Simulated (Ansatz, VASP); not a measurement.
**PbSe in VASP and in Ansatz**

POSCAR

```
PbSe
1.0
    0.0000000000      3.6275694272      3.4232041400
    3.6275694272      0.0000000000      3.4232041400
    3.6275694272      3.6275694272      0.0000000000
Pb Se
1 1
Direct
    0.0000000000      0.0000000000      0.0000000000
    0.2500000000      0.2500000000      0.2500000000
```

The input INCAR.step1:

```
SYSTEM = PbSe
PREC = Accurate ; ENCUT = 520
ISMEAR = 0 ; SIGMA = 0.01
LREAL = .False. ; LASPH = .True.
NELM = 80 ; NBANDS = 17
GGA = PE ; ALGO = Normal
EDIFF = 1E-4 ; LWAVE = .True.
LCHARG = .False.
```

INCAR.step2

```
SYSTEM = PbSe
PREC = Accurate ; ENCUT = 520
EDIFF = 1E-7 ; ISMEAR = 0
SIGMA = 0.01 ; LREAL = .False.
LASPH = .True. ; NELM = 80
ALGO = Normal ; ISIF = 2
LWAVE = .False. ; LCHARG = .False.
METAGGA = R2SCAN ; LMIXTAU = .True.
NBANDS = 17 ; ISTART = 1
```

File KPOINTS:

```
regular mesh
0
Gamma
  6 6 6
  0 0 0
```

Input for Ansatz:

```yaml
crystal:
  lattice:
    - [0.0, 3.6275694272, 3.42320414]
    - [3.6275694272, 0.0, 3.42320414]
    - [3.6275694272, 3.6275694272, 0.0]
  atoms:
    - { symbol: Pb, position: [0.0, 0.0, 0.0] }
    - { symbol: Se, position: [0.25, 0.25, 0.25] }
kpoints:
  mp_grid: { grid: [6, 6, 6] }
  band_path:
    path:
      - [0.0, 0.0, 0.0]
      - [-0.5, -0.5, 0.0]
      - [-0.375, -0.375, 0.25]
      - [-0.375, 0.0, 0.375]
      - [0.0, 0.0, 0.5]
      - [-0.5, -0.25, 0.25]
      - [0.25, -0.25, -0.5]
    npoints: 1
hamiltonian:
  xc: r2scan
scf:
  occupations: { method: fixed }
  n_extra_bands: 4
output:
  forces: true
  stress: true
  eigenvalues: true
```

Change from the starting cell: biaxial_xy strain +6.0%.

Alike in both runs: task single point; functional r2SCAN; k mesh 6 × 6 × 6; no spin polarisation.

```csv
,VASP,Ansatz
version,VASP 6.6.1,Ansatz 0.2.0
potentials or method,"VASP PAW PBE potentials, release 64 (Pb_d, Se)","plane waves, PAW"
plane-wave cutoff (eV),520,500
occupations,"gaussian, width 0.01 eV",fixed
valence electrons in the cell,20,30
```

|  | VASP | Ansatz | Ansatz less VASP |
| --- | --- | --- | --- |
| gap on the k mesh at the Fermi level (eV) | 1.00 | 1.00 | 0.000 |
| pressure (GPa) | -3.1 | -3.1 | +0.01 |
| traceless stress, the component that is largest in VASP (GPa) | 0.30 | 0.30 | +0.001 |

VASP's potentials were made for PBE, not for r2SCAN. VASP's potentials hold 20 valence electrons a cell and Ansatz's 30, so a difference there can come from the potentials and not from the codes.

Neither program's run includes spin-orbit coupling.
